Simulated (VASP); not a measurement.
# Ru (P6/mmm) in VASP: a series of runs

The runs below take Ru through single point, with PBE.

Everything below comes from runs of VASP 6.6.1. Logs are shortened: lines on timing, memory, paths and dates and some standing lists are left out, and cuts for length are marked.

### Step 1. The cell of the first run

It takes space group P6/mmm (No. 191, hexagonal). Conventional cell: a = 4.269 Å, b = 4.269 Å, c = 2.682 Å, α = 90.00°, β = 90.00°, γ = 120.00°. Ru (site symmetry 6/mmm) has 14 Ru at 2.68 to 2.81 Å within 3.5 Å. Within 3.3 Å of Ru (site symmetry -6m2) lie 11 Ru at 2.46 to 2.81 Å.

### Step 2. Single point, PBE, collinear spin, ferromagnetic start

INCAR

```
PREC = Accurate
ENCUT = 520
EDIFF = 1E-6
ISMEAR = -1
SIGMA = 0.05
LREAL = False
LASPH = True
NELM = 150
ALGO = Normal
ISIF = 2
LWAVE = False
LCHARG = False
ISPIN = 2
MAGMOM = 1 1 1
LORBIT = 11
LMAXMIX = 4
GGA = PE
NBANDS = 32
```

KPOINTS

```
regular mesh
0
Gamma
  9 9 12
```

POSCAR

```
Ru
1.0
    4.2687776615      0.0000000000      0.0000000000
   -2.1343888307      3.6968698980      0.0000000000
    0.0000000000      0.0000000000      2.6819785197
Ru
3
Direct
    1.0000000000      1.0000000000      0.0000000000
    0.3333333333      0.6666666667      0.5000000000
    0.6666666667      0.3333333333      0.5000000000
```

Potentials or basis: VASP PAW PBE potentials, release 64 (Ru_pv).

Launch:

```console
$ cat potpaw_PBE.64/Ru_pv/POTCAR > POTCAR
$ mpirun -np 1 vasp_std > vasp.out
```

OUTCAR:

```text
PREC = Accurate
   ENCUT = 520
   EDIFF = 1E-6
   ISMEAR = -1
   LREAL = False
   LASPH = True
   NELM = 150
   ISIF = 2
   ISPIN = 2
   LORBIT = 11
   GGA = PE

 ion  position               nearest neighbor table
   1  0.000  0.000  0.000-   2 2.81   3 2.81   2 2.81   3 2.81   3 2.81   3 2.81   2 2.81   2 2.81
                             3 2.81   3 2.81   2 2.81   2 2.81
   2  0.333  0.667  0.500-   3 2.46   3 2.46   3 2.46   1 2.81   1 2.81   1 2.81   1 2.81   1 2.81
                             1 2.81
   3  0.667  0.333  0.500-   2 2.46   2 2.46   2 2.46   1 2.81   1 2.81   1 2.81   1 2.81   1 2.81
                             1 2.81

  LATTYP: Found a hexagonal cell.
 ALAT       =     4.2687776615
 C/A-ratio  =     0.6282778660

  Lattice vectors:

 A1 = (   4.2687776615,   0.0000000000,   0.0000000000)
 A2 = (  -2.1343888307,   3.6968698980,   0.0000000000)
 A3 = (   0.0000000000,   0.0000000000,   2.6819785197)

Analysis of symmetry for initial positions (statically):
=====================================================================
 Subroutine PRICEL returns:
 Original cell was already a primitive cell.

 Routine SETGRP: Setting up the symmetry group for a
 hexagonal supercell.

 Subroutine GETGRP returns: Found 24 space group operations
 (whereof 24 operations were pure point group operations)
 out of a pool of 24 trial point group operations.

The static configuration has the point symmetry D_6h.

Analysis of symmetry for dynamics (positions and initial velocities):
=====================================================================
 Subroutine PRICEL returns:
 Original cell was already a primitive cell.

 Routine SETGRP: Setting up the symmetry group for a
 hexagonal supercell.

 Subroutine GETGRP returns: Found 24 space group operations
 (whereof 24 operations were pure point group operations)
 out of a pool of 24 trial point group operations.

The dynamic configuration has the point symmetry D_6h.

Analysis of structural, dynamic, and magnetic symmetry:
=====================================================================
 Subroutine PRICEL returns:
 Original cell was already a primitive cell.

 Routine SETGRP: Setting up the symmetry group for a
 hexagonal supercell.

 Subroutine GETGRP returns: Found 24 space group operations
 (whereof 24 operations were pure point group operations)
 out of a pool of 24 trial point group operations.

The overall configuration has the point symmetry D_6h.

[... 124 lines left out ...]
   LORBIT       =     11    0 simple, 1 ext, 2 COOP (PROOUT), +10 PAW based schemes
   GGA     = PE    functional components
   LHFCALC =     F    Hartree Fock is set to
   AEXX    =    0.0000 exact exchange contribution
   IVDW    =     0    specifies the selected vdW correction
   LEPSILON=     F    determine dielectric tensor
   LRPA    =     F    only Hartree local field effects (RPA)
 spin polarized calculation
  energy-cutoff  :      520.00
  volume of cell :       42.32
 maximum number of plane-waves:      1156
 NGX is ok and might be reduce to    32
   NGX = 15   NGY = 15   NGZ =  9

 number of electron      42.0000006 magnetization      -0.0030939

 number of electron      42.0000006 magnetization       0.0007698

 Free energy of the ion-electron system (eV)
  ---------------------------------------------------
  ext. energy  EPLUGINS =         0.00000000
  ---------------------------------------------------
  free energy    TOTEN  =       -26.94671365 eV

  energy without entropy =      -26.91749625  energy(sigma->0) =      -26.93210495

 E-fermi :  12.3440     XC(G=0): -13.8650

 val. band max:       12.3189683107   @ k =   0.3333   0.3333   0.2500
 cond. band min:      12.3504696571   @ k =   0.2222   0.2222   0.2500
 fundamental gap:      0.0315013464
 Fermi energy:        12.3440303361

 spin component 1

 k-point     1 :       0.0000    0.0000    0.0000
  band No.  band energies     occupation
      1     -31.2353      1.00000
      2     -31.2353      1.00000
      3     -30.8488      1.00000
      4     -30.8488      1.00000
      5     -30.5851      1.00000
      6     -30.3421      1.00000
[... 829 lines left out ...]
     31      25.4233      0.00000
     32      26.7789      0.00000

 [... further k-points ...]

 spin component 2

 k-point     1 :       0.0000    0.0000    0.0000
  band No.  band energies     occupation
      1     -31.2351      1.00000
      2     -31.2351      1.00000
      3     -30.8486      1.00000
      4     -30.8486      1.00000
      5     -30.5849      1.00000
      6     -30.3419      1.00000
[... 829 lines left out ...]
     31      25.4235      0.00000
     32      26.7790      0.00000

 [... further k-points ...]

------------------------ aborting loop because EDIFF is reached ----------------------------------------

  FORCE on cell =-STRESS in cart. coord.  units (eV):
  Direction    XX          YY          ZZ          XY          YZ          ZX
  --------------------------------------------------------------------------------------
  -------------------------------------------------------------------------------------
  Total       -0.0021091     -0.0021091     -0.0453314     -0.0000000      0.0000000      0.0000000
  in kB       -0.0798381     -0.0798381     -1.7159985     -0.0000000      0.0000000      0.0000000
  external PRESSURE =      -0.6252249 kB  Pullay stress =       0.0000000 kB

 VOLUME and BASIS-vectors are now :
 -----------------------------------------------------------------------------
  energy-cutoff  :      520.00
  volume of cell :       42.32
      direct lattice vectors                 reciprocal lattice vectors
     4.268777661  0.000000000  0.000000000     0.234259097  0.135249553  0.000000000
    -2.134388831  3.696869898  0.000000000     0.000000000  0.270499105  0.000000000
     0.000000000  0.000000000  2.681978520     0.000000000  0.000000000  0.372859064

 POSITION                                       TOTAL-FORCE (eV/Angst)
 -----------------------------------------------------------------------------------
      0.00000      0.00000      0.00000         0.000000      0.000000      0.000000
     -0.00000      2.46458      1.34099         0.000000      0.000000     -0.000000
      2.13439      1.23229      1.34099        -0.000000      0.000000      0.000000
 -----------------------------------------------------------------------------------
    total drift:                               -0.000000      0.000000      0.000000

  FREE ENERGIE OF THE ION-ELECTRON SYSTEM (eV)
  ---------------------------------------------------
  free  energy   TOTEN  =       -26.9467136526 eV

  energy  without entropy=      -26.9174962499  energy(sigma->0) =      -26.93210495

 total charge

# of ion       s       p       d       tot
------------------------------------------
    1        0.369   6.271   5.899  12.538
    2        0.408   6.300   5.968  12.676
    3        0.408   6.300   5.968  12.676
--------------------------------------------------
tot          1.185  18.870  17.835  37.891

 magnetization (x)

# of ion       s       p       d       tot
------------------------------------------
    1        0.000   0.000   0.000   0.000
    2       -0.000  -0.000   0.000   0.000
    3       -0.000  -0.000   0.000   0.000
--------------------------------------------------
tot         -0.000  -0.000   0.000   0.000
```

stdout:

```text
POSCAR found type information on POSCAR Ru
 POSCAR found :  1 types and       3 ions
 scaLAPACK will be used
 LDA part: xc-table for (Slater+PW92), standard interpolation
 POSCAR, INCAR and KPOINTS ok, starting setup
 FFT: planning ... GRIDC
 FFT: planning ... GRID_SOFT
 FFT: planning ... GRID
 WAVECAR not read
 entering main loop
```

It took 56 s on 1 thread of Intel Xeon 6975P-C (Granite Rapids), shared host; peak memory 0.27 GiB.

Results:

| Item | Value |
| --- | --- |
| Free energy | -26.9467 eV |
| Pressure | -0.1 GPa |
| Band gap on the k mesh | zero (filled and empty bands overlap) |
| Net moment | 0.00 μB per cell |
| Valence electrons inside the program's atomic spheres | Ru 12.54, 12.68 |

### Step 3. Single point, PBE, collinear spin, ferromagnetic start (volume scaled by 0.88)

INCAR

```
SYSTEM = Ru
PREC     = Accurate       ! precision mode
ENCUT    = 520            ! plane-wave cutoff, eV
EDIFF    = 1E-6           ! SCF threshold, eV
ISMEAR   = -1             ! smearing method
SIGMA    = 0.05           ! smearing width, eV
LREAL    = .FALSE.        ! projectors in reciprocal space
LASPH    = .TRUE.         ! aspherical terms in the spheres
NELM     = 150            ! most SCF steps
ALGO     = Normal         ! electronic algorithm
ISIF     = 2              ! what is computed and relaxed
LWAVE    = .FALSE.        ! write WAVECAR
LCHARG   = .TRUE.         ! write CHGCAR
ISPIN    = 2              ! spin polarisation
MAGMOM   = 1 1 1          ! initial moments
LORBIT   = 11             ! projections on sites
LMAXMIX  = 4              ! l up to which the mixer works
GGA      = PE             ! functional
LELF     = .TRUE.         ! ELF
LVHAR    = .TRUE.       
NBANDS   = 32             ! bands
```

KPOINTS

```
regular mesh
0
G
  10 10 13
  0 0 0
```

POSCAR

```
Ru
1.0
    4.0907012105      0.0000000000      0.0000000000
   -2.0453506052      3.5426511676      0.0000000000
    0.0000000000      0.0000000000      2.5700970271
Ru
3
Direct
    1.0000000000      1.0000000000      0.0000000000
    0.3333333333      0.6666666667      0.5000000000
    0.6666666667      0.3333333333      0.5000000000
```

Potentials or basis: VASP PAW PBE potentials, release 64 (Ru_pv).

Launch:

```console
$ cat potpaw_PBE.64/Ru_pv/POTCAR > POTCAR
$ mpirun -np 1 vasp_std > vasp.out
```

Run time: 83 s. Hardware: 1 thread of Intel Xeon 6975P-C (Granite Rapids), shared host; peak memory 0.27 GiB.

It converged, with:

```yaml
Free_energy: -26.2210 eV
Pressure: 51.3 GPa
Band_gap_on_the_k_mesh: zero (filled and empty bands overlap)
Net_moment: 0.00 μB per cell
Valence_electrons_inside_the_program's_atomic_spheres: Ru 12.81, 12.98
```

Stress tensor (GPa, compression positive):
```
53.12  0.00  0.00
 0.00 53.12  0.00
 0.00  0.00 47.55
```

Levels at points of the mesh, in eV from the Fermi level:
Spin up:
```tsv
k point	band 18	band 19	band 20	band 21	band 22	band 23	band 24	band 25
(0.00, 0.00, 0.00)	-2.53	-2.53	-1.73	-1.73	-1.62	-1.62	2.02	2.02
(0.50, 0.00, 0.00)	-2.89	-1.40	-1.33	0.49	0.95	0.97	1.01	1.49
```
Spin down:
| k point | band 18 | band 19 | band 20 | band 21 | band 22 | band 23 | band 24 | band 25 |
| --- | --- | --- | --- | --- | --- | --- | --- | --- |
| (0.00, 0.00, 0.00) | -2.53 | -2.53 | -1.73 | -1.73 | -1.62 | -1.62 | 2.02 | 2.02 |
| (0.50, 0.00, 0.00) | -2.89 | -1.40 | -1.33 | 0.49 | 0.95 | 0.97 | 1.01 | 1.49 |
